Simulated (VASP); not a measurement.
A run of VASP 6.6.1:

INCAR

```
SYSTEM = SrO
ALGO = Normal
EDIFF = 1E-7
EDIFFG = -0.002
ENCUT = 520
GGA = PE
GGA_COMPAT = .FALSE.
IBRION = 2
ISIF = 2
ISMEAR = 0
LASPH = .TRUE.
LCHARG = .FALSE.
LREAL = .FALSE.
LWAVE = .FALSE.
NELM = 120
NELMIN = 4
NSW = 60
PREC = Accurate
SIGMA = 0.02
```

Contents of KPOINTS:

```
k-points
0
G
  6 6 6
  0 0 0
```

The input POSCAR:

```
SrO
1.0
    0.0000000000      2.5716301319      2.5716301319
    2.5716301319      0.0000000000      2.5716301319
    2.5716301319      2.5716301319      0.0000000000
Sr O
1 1
Direct
    0.0000000000      0.0000000000      0.0000000000
    0.5000000000      0.5000000000      0.5000000000
```

Potentials or basis: VASP PAW PBE potentials, release 64 (Sr_sv, O).

The run is started by

```bash
$ cat potpaw_PBE.64/Sr_sv/POTCAR potpaw_PBE.64/O/POTCAR > POTCAR
$ mpirun -np 1 vasp_std > vasp.out
```

Hardware: 1 thread of Intel(R) Xeon(R) 6975P-C (Granite Rapids), with other jobs on the host.

How long does it take, and how much memory?

It took 6.8 s on 1 thread of Intel(R) Xeon(R) 6975P-C (Granite Rapids) (shared host), peak memory 0.16 GiB. Counts: scf iterations 15, k points 16, ion steps 1.
